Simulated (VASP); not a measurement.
# TiAl (P4/mmm) in VASP: further runs, part 2 of 2

VASP 6.6.1.

## (4) Single point, PBEsol (14.88 Å³/atom)

The input, INCAR:

```
ALGO = Fast
EDIFF = 1E-6
ENCUT = 520
GGA = PS
ISIF = 2
ISMEAR = 0
LASPH = True
LCHARG = False
LREAL = False
LWAVE = False
NBANDS = 14
NELM = 100
PREC = Accurate
SIGMA = 0.15
```

The input, KPOINTS:

```
k-points
0
Gamma
  16 16 16
```

The input, POSCAR:

```
TiAl
1.0
    2.8907291797      0.0000000000      0.0000000000
    0.0000000000      2.8907291797      0.0000000000
    0.0000000000      0.0000000000      3.5613783494
Ti Al
1 1
Direct
    0.0000000000      0.0000000000      0.0000000000
    0.5000000000      0.5000000000      0.5000000000
```

Potentials or basis: VASP PAW PBE potentials, release 64 (Ti_sv, Al).

Launch:

```console
> cat potpaw_PBE.64/Ti_sv/POTCAR potpaw_PBE.64/Al/POTCAR > POTCAR
> mpirun -np 1 vasp_std > vasp.out
```

OUTCAR:

```text
EDIFF = 1E-6
   ENCUT = 520
   GGA = PS
   ISIF = 2
   ISMEAR = 0
   LASPH = True
   LREAL = False
   NELM = 100
   PREC = Accurate

 ion  position               nearest neighbor table
   1  0.000  0.000  0.000-   2 2.71   2 2.71   2 2.71   2 2.71   2 2.71   2 2.71   2 2.71   2 2.71

   2  0.500  0.500  0.500-   1 2.71   1 2.71   1 2.71   1 2.71   1 2.71   1 2.71   1 2.71   1 2.71

  LATTYP: Found a simple tetragonal cell.
 ALAT       =     2.8907291797
 C/A-ratio  =     1.2320000000

  Lattice vectors:

 A1 = (   2.8907291797,   0.0000000000,   0.0000000000)
 A2 = (   0.0000000000,   2.8907291797,   0.0000000000)
 A3 = (   0.0000000000,   0.0000000000,   3.5613783494)

Analysis of symmetry for initial positions (statically):
=====================================================================
 Subroutine PRICEL returns:
 Original cell was already a primitive cell.

 Routine SETGRP: Setting up the symmetry group for a
 simple tetragonal supercell.

 Subroutine GETGRP returns: Found 16 space group operations
 (whereof 16 operations were pure point group operations)
 out of a pool of 16 trial point group operations.

The static configuration has the point symmetry D_4h.

Analysis of symmetry for dynamics (positions and initial velocities):
=====================================================================
 Subroutine PRICEL returns:
 Original cell was already a primitive cell.

 Routine SETGRP: Setting up the symmetry group for a
 simple tetragonal supercell.

 Subroutine GETGRP returns: Found 16 space group operations
 (whereof 16 operations were pure point group operations)
 out of a pool of 16 trial point group operations.

The dynamic configuration has the point symmetry D_4h.

 Subroutine INISYM returns: Found 16 space group operations
 (whereof 16 operations are pure point group operations),
 and found     1 'primitive' translations

----------------------------------------------------------------------------------------

                                     Primitive cell

  volume of cell :      29.7600

  direct lattice vectors                    reciprocal lattice vectors
     2.890729180  0.000000000  0.000000000     0.345933478  0.000000000  0.000000000
     0.000000000  2.890729180  0.000000000     0.000000000  0.345933478  0.000000000
     0.000000000  0.000000000  3.561378349     0.000000000  0.000000000  0.280790161

  length of vectors
     2.890729180  2.890729180  3.561378349     0.345933478  0.345933478  0.280790161

  position of ions in fractional coordinates (direct lattice)
     0.000000000  0.000000000  0.000000000
     0.500000000  0.500000000  0.500000000

  ion indices of the primitive-cell ions
   primitive index   ion index
                 1           1
                 2           2

----------------------------------------------------------------------------------------

 KPOINTS: k-points

Automatic generation of k-mesh.
 Grid dimensions read from file:
 generate k-points for:   16   16   16

 Generating k-lattice:

  Cartesian coordinates                     Fractional coordinates (reciprocal lattice)
[... 41 lines left out ...]
 [... further k-points ...]
   k-points           NKPTS =    405   k-points in BZ     NKDIM =    405   number of bands    NBANDS=     14
   number of dos      NEDOS =    301   number of ions     NIONS =      2
   total plane-waves  NPLWV =  16128
   dimension x,y,z NGX =    24 NGY =   24 NGZ =   28
   dimension x,y,z NGXF=    48 NGYF=   48 NGZF=   56
   ions per type =               1   1
   NGX,Y,Z   is equivalent  to a cutoff of  13.80, 13.80, 13.07 a.u.
   NGXF,Y,Z  is equivalent  to a cutoff of  27.60, 27.60, 26.14 a.u.
 SYSTEM =  unknown system
   PREC   = accura    normal or accurate (medium, high low for compatibility)
   ISTART =      0    job   : 0-new  1-cont  2-samecut
   ICHARG =      2    charge: 1-file 2-atom 10-const
   ISPIN  =      1    spin polarized calculation?
   LNONCOLLINEAR =      F non collinear calculations
   LSORBIT =      F    spin-orbit coupling
   LASPH  =      T    aspherical Exc in radial PAW
   ENCUT  =  520.0 eV  38.22 Ry    6.18 a.u.   5.37  5.37  6.62*2*pi/ulx,y,z
   NELM   =    100;   NELMIN=  2; NELMDL= -5     # of ELM steps
   EDIFF  = 0.1E-05   stopping-criterion for ELM
   LREAL  =      F    real-space projection
   EDIFFG = 0.1E-04   stopping-criterion for IOM
   NSW    =      0    number of steps for IOM
   IBRION =     -1    ionic relax: 0-MD 1-quasi-New 2-CG
   NFREE  =      0    steps in history (QN), initial steepest desc. (CG)
   ISIF   =      2    stress and relaxation
   ISYM   =      2    0-nonsym 1-usesym 2-fastsym
   POTIM  = 0.5000    time-step for ionic-motion
   TEBEG  =    0.0;   TEEND  =   0.0 temperature during run
   PSTRESS=    0.0 pullay stress
   NELECT =      15.0000    total number of electrons
   NUPDOWN=      -1.0000    fix difference up-down
   EMIN   =  10.00;   EMAX   =-10.00  energy-range for DOS
   EFERMI =   0.00;   METHOD = LEGACY
   ISMEAR =     0;   SIGMA  =   0.15  broadening in eV -4-tet -1-fermi 0-gaus
   EFERMI_NEDOS =   21; number of points for ismear=-14 and -15
   IALGO  =     68    algorithm
   IMIX   =      4    mixing-type and parameters
     AMIX     =   0.40;   BMIX     =  1.00
     AMIX_MAG =   1.60;   BMIX_MAG =  1.00
  volume/ion in A,a.u.               =      14.88       100.42
  Fermi-wavevector in a.u.,A,eV,Ry     =   1.302850  2.462029 23.094760  1.697417
  Thomas-Fermi vector in A             =   2.433890
   LORBIT       =      0    0 simple, 1 ext, 2 COOP (PROOUT), +10 PAW based schemes
   GGA     = PS    functional components
   LHFCALC =     F    Hartree Fock is set to
   AEXX    =    0.0000 exact exchange contribution
   IVDW    =     0    specifies the selected vdW correction
   LEPSILON=     F    determine dielectric tensor
   LRPA    =     F    only Hartree local field effects (RPA)
 non-spin polarized calculation
 RMM-DIIS sequential band-by-band and
 Gauss-broadening in eV      SIGMA  =   0.15
  energy-cutoff  :      520.00
  volume of cell :       29.76
 maximum number of plane-waves:       824
 NGX is ok and might be reduce to    24
   NGX = 11   NGY = 11   NGZ = 13

 number of electron      15.0000006 magnetization

 Free energy of the ion-electron system (eV)
  ---------------------------------------------------
  ext. energy  EPLUGINS =         0.00000000
  ---------------------------------------------------
  free energy    TOTEN  =       -13.11688514 eV

  energy without entropy =      -13.09540666  energy(sigma->0) =      -13.10614590

 E-fermi :   9.2666     XC(G=0): -11.5213

 val. band max:        9.2660552690   @ k =   0.4375   0.1875   0.0625
 cond. band min:       9.2679224045   @ k =   0.1875   0.1875   0.0000
 fundamental gap:      0.0018671355
 Fermi energy:         9.2666307436

 k-point     1 :       0.0000    0.0000    0.0000
  band No.  band energies     occupation
      1     -47.0163      2.00000
      2     -23.4784      2.00000
      3     -23.1631      2.00000
      4     -23.1631      2.00000
      5      -0.1485      2.00000
      6       7.4666      2.00000
      7       8.1305      2.00000
      8      10.8815      0.00000
      9      11.3311      0.00000
     10      11.3311      0.00000
     11      12.2462      0.00000
     12      16.4185      0.00000
     13      16.4185      0.00000
     14      18.6020      0.00000
[... 377 lines left out ...]
      1     -46.9625      2.00000
      2     -23.5670      2.00000
      3     -23.4243      2.00000
      4     -23.1843      2.00000
      5       4.2251      2.00000
      6       4.5332      2.00000
      7       8.2445      2.00000
      8       9.1687      1.64396
      9      10.0515      0.00000
     10      11.1391      0.00000
     11      13.5830      0.00000
     12      16.0795      0.00000
     13      17.1099      0.00000
     14      18.3288      0.00000

 [... further k-points ...]

------------------------ aborting loop because EDIFF is reached ----------------------------------------

  FORCE on cell =-STRESS in cart. coord.  units (eV):
  Direction    XX          YY          ZZ          XY          YZ          ZX
  --------------------------------------------------------------------------------------
  -------------------------------------------------------------------------------------
  Total        0.8443173      0.8443173      2.5128589      0.0000000      0.0000000      0.0000000
  in kB       45.4551738     45.4551738    135.2837870      0.0000000      0.0000000      0.0000000
  external PRESSURE =      75.3980448 kB  Pullay stress =       0.0000000 kB

 VOLUME and BASIS-vectors are now :
 -----------------------------------------------------------------------------
  energy-cutoff  :      520.00
  volume of cell :       29.76
      direct lattice vectors                 reciprocal lattice vectors
     2.890729180  0.000000000  0.000000000     0.345933478  0.000000000  0.000000000
     0.000000000  2.890729180  0.000000000     0.000000000  0.345933478  0.000000000
     0.000000000  0.000000000  3.561378349     0.000000000  0.000000000  0.280790161

 POSITION                                       TOTAL-FORCE (eV/Angst)
 -----------------------------------------------------------------------------------
      0.00000      0.00000      0.00000         0.000000      0.000000      0.000000
      1.44536      1.44536      1.78069         0.000000      0.000000      0.000000
 -----------------------------------------------------------------------------------
    total drift:                               -0.000000      0.000000      0.000000

  FREE ENERGIE OF THE ION-ELECTRON SYSTEM (eV)
  ---------------------------------------------------
  free  energy   TOTEN  =       -13.1168851403 eV

  energy  without entropy=      -13.0954066605  energy(sigma->0) =      -13.10614590
```

stdout:

```text
POSCAR found type information on POSCAR TiAl
 POSCAR found :  2 types and       2 ions
 scaLAPACK will be used
 -----------------------------------------------------------------------------
|                                                                             |
|                                                                             |
|     You enforced a specific xc type in the INCAR file but a different       |
|     I HOPE YOU KNOW WHAT YOU ARE DOING!                                     |
|                                                                             |
 -----------------------------------------------------------------------------

 LDA part: xc-table for (Slater+PW92), standard interpolation
 POSCAR, INCAR and KPOINTS ok, starting setup
 FFT: planning ... GRIDC
 FFT: planning ... GRID_SOFT
 FFT: planning ... GRID
 WAVECAR not read
 entering main loop
WARNING in EDDRMM: call to ZHEGV failed, returncode =   6  3      9
WARNING in EDDRMM: call to ZHEGV failed, returncode =   6  3      8
```

It took 91 s on 1 thread of Intel Xeon 6975P-C (Granite Rapids), shared host; peak memory 0.28 GiB.

Results:

- Free energy: -13.1169 eV
- Pressure: 7.5 GPa
- Band gap on the k mesh: zero (an odd number of electrons rules out a gap without spin polarisation)

Levels at points of the mesh, in eV from the Fermi level:
```csv
k point,band 5,band 6,band 7,band 8,band 9,band 10,band 11,band 12
"(0.00, 0.00, 0.00)",-9.42,-1.80,-1.14,1.61,2.06,2.06,2.98,7.15
"(0.50, 0.00, 0.00)",-5.17,-5.04,-1.16,-0.34,1.25,2.42,4.38,6.23
"(0.50, 0.50, 0.00)",-4.10,-1.11,-1.11,-1.02,-0.02,-0.02,4.01,5.78
"(0.00, 0.00, 0.50)",-7.13,-5.40,-0.69,1.22,1.22,1.80,3.04,7.30
"(0.50, 0.00, 0.50)",-5.27,-2.72,-1.49,-1.38,1.43,1.80,2.31,5.14
"(0.50, 0.50, 0.50)",-3.01,-2.94,-2.94,1.64,2.68,2.80,3.89,3.89
```

Caveat: the cell stands under pressure; the PAW data sets were made with another functional, which shifts forces and pressure a little.

## (5) Single point, PBEsol (14.88 Å³/atom)

The input, INCAR:

```
ALGO     = Fast           # electronic algorithm
EDIFF    = 1E-6           # SCF threshold, eV
ENCUT    = 520            # plane-wave cutoff, eV
GGA      = PS             # functional
ISIF     = 2              # what is computed and relaxed
ISMEAR   = 0              # smearing method
LASPH    = T              # aspherical terms in the spheres
LCHARG   = T              # write CHGCAR
LELF     = T              # ELF
LREAL    = F              # projectors in reciprocal space
LVHAR    = T            
LWAVE    = F              # write WAVECAR
NBANDS   = 14             # bands
NELM     = 80             # most SCF steps
PREC     = Accurate       # precision mode
SIGMA    = 0.15           # smearing width, eV
```

KPOINTS is that of step 4.

The input, POSCAR:

```
TiAl
1.0
    2.7597961617      0.0000000000      0.0000000000
    0.0000000000      2.7597961617      0.0000000000
    0.0000000000      0.0000000000      3.9073194057
Ti Al
1 1
Direct
    0.0000000000      0.0000000000      0.0000000000
    0.5000000000      0.5000000000      0.5000000000
```

Launch:

```console
> cat potpaw_PBE.64/Ti_sv/POTCAR potpaw_PBE.64/Al/POTCAR > POTCAR
> mpirun -np 1 vasp_std > vasp.out
```

Wall time 99 s (1 thread of Intel Xeon 6975P-C (Granite Rapids), shared host); peak memory 0.29 GiB.

The run converged. Its results:

| Item | Value |
| --- | --- |
| Free energy | -13.2143 eV |
| Pressure | 7.9 GPa |
| Band gap on the k mesh | zero (an odd number of electrons rules out a gap without spin polarisation) |

Stress tensor (GPa, compression positive):
```
7.38 0.00 0.00
0.00 7.38 0.00
0.00 0.00 8.95
```

Levels at points of the mesh, in eV from the Fermi level:
```tsv
k point	band 5	band 6	band 7	band 8	band 9	band 10	band 11	band 12
(0.00, 0.00, 0.00)	-9.41	-2.02	-0.97	-0.03	2.34	2.34	3.58	7.06
(0.50, 0.00, 0.00)	-4.81	-4.62	-1.80	-0.29	1.82	2.75	4.90	5.57
(0.50, 0.50, 0.00)	-3.51	-0.60	-0.46	-0.46	-0.28	-0.28	4.65	5.80
(0.00, 0.00, 0.50)	-7.72	-5.44	-0.75	0.80	1.91	1.91	3.60	8.02
(0.50, 0.00, 0.50)	-5.15	-3.02	-1.25	-1.09	1.58	1.88	2.46	4.45
(0.50, 0.50, 0.50)	-2.83	-2.52	-2.52	2.22	2.39	2.74	4.47	4.47
```

Caveat: the cell stands under pressure; the PAW data sets were made with another functional, which shifts forces and pressure a little.

## (6) Single point, PBEsol (16.56 Å³/atom)

This run uses another cell than the first one, of 16.56 Å³/atom.

The input, INCAR:

```
SYSTEM = TiAl
ALGO = Fast
EDIFF = 1E-7
ENCUT = 520
GGA = PS
ISIF = 2
ISMEAR = 0
LASPH = .TRUE.
LCHARG = .FALSE.
LREAL = .FALSE.
LWAVE = .FALSE.
NBANDS = 14
NELM = 100
PREC = Accurate
SIGMA = 0.15
```

The input, KPOINTS:

```
k-points
0
G
  16 16 16
  0 0 0
```

The input, POSCAR:

```
TiAl
1.0
    2.8598060384      0.0000000000      0.0000000000
    0.0000000000      2.8598060384      0.0000000000
    0.0000000000      0.0000000000      4.0489133891
Ti Al
1 1
Direct
    0.0000000000      0.0000000000      0.0000000000
    0.5000000000      0.5000000000      0.5000000000
```

Potentials or basis: VASP PAW PBE potentials, release 64 (Ti_sv, Al).

Launch:

```console
> cat potpaw_PBE.64/Ti_sv/POTCAR potpaw_PBE.64/Al/POTCAR > POTCAR
> mpirun -np 1 vasp_std > vasp.out
```

Run time: 8.6 min. Hardware: 1 thread of Intel Xeon 8259CL, shared host; peak memory 0.31 GiB.

Results (log left out):

- Free energy: -13.2314 eV
- Pressure: -5.2 GPa
- Band gap on the k mesh: zero (an odd number of electrons rules out a gap without spin polarisation)

Stress tensor (GPa, compression positive):
```
-5.72  0.00  0.00
 0.00 -5.72  0.00
 0.00  0.00 -4.10
```

Levels at points of the mesh, in eV from the Fermi level:
| k point | band 4 | band 5 | band 6 | band 7 | band 8 | band 9 | band 10 | band 11 | band 12 | band 13 |
| --- | --- | --- | --- | --- | --- | --- | --- | --- | --- | --- |
| (0.00, 0.00, 0.00) | -32.53 | -8.92 | -1.80 | -0.81 | -0.19 | 2.06 | 2.06 | 3.13 | 6.20 | 8.02 |
| (0.50, 0.00, 0.00) | -32.49 | -4.59 | -4.49 | -1.60 | -0.25 | 1.62 | 2.40 | 4.36 | 5.17 | 5.33 |
| (0.50, 0.50, 0.00) | -32.84 | -3.20 | -0.53 | -0.53 | -0.46 | -0.18 | -0.18 | 4.05 | 4.78 | 5.95 |
| (0.00, 0.00, 0.50) | -32.53 | -7.41 | -5.21 | -0.63 | 0.71 | 1.68 | 1.68 | 3.14 | 7.81 | 9.50 |
| (0.50, 0.00, 0.50) | -32.49 | -4.87 | -2.86 | -1.21 | -1.19 | 1.39 | 1.68 | 2.16 | 3.79 | 5.46 |
| (0.50, 0.50, 0.50) | -32.85 | -2.48 | -2.26 | -2.26 | 1.59 | 2.07 | 2.69 | 4.01 | 4.01 | 4.99 |

Caveat: the cell stands under tension; the PAW data sets were made with another functional, which shifts forces and pressure a little.

## (7) Summary

```tsv
cell	further INCAR settings	gap on the mesh (eV)	pressure (GPa)
a = 2.697, b = 2.697, c = 4.093 Å, 2 atoms	ALGO = Fast; EDIFF = 1e-06; NBANDS = 14	none	7.7
a = 3.246, b = 3.246, c = 2.825 Å, 2 atoms	ALGO = Fast; EDIFF = 1e-06; NBANDS = 14	none	7.9
a = 2.891, b = 2.891, c = 3.561 Å, 2 atoms	ALGO = Fast; EDIFF = 1e-06; NBANDS = 14	none	7.5
a = 2.760, b = 2.760, c = 3.907 Å, 2 atoms	ALGO = Fast; EDIFF = 1e-06; NBANDS = 14	none	7.9
a = 2.860, b = 2.860, c = 4.049 Å, 2 atoms	ALGO = Fast; EDIFF = 1e-07; NBANDS = 14	none	-5.2
```

Alike in all rows: task single point; level PBEsol; potentials or basis VASP PAW PBE potentials, release 64 (Ti_sv, Al); no spin polarisation; k mesh 16 × 16 × 16; cutoff (eV) 520; smearing gaussian 0.15 eV.

Caveats: the PAW data sets were made with another functional, which shifts forces and pressure a little; the cell stands under pressure (at least some runs); the cell stands under tension (at least some runs).

Absolute energies hang on the potentials; compare differences alone.
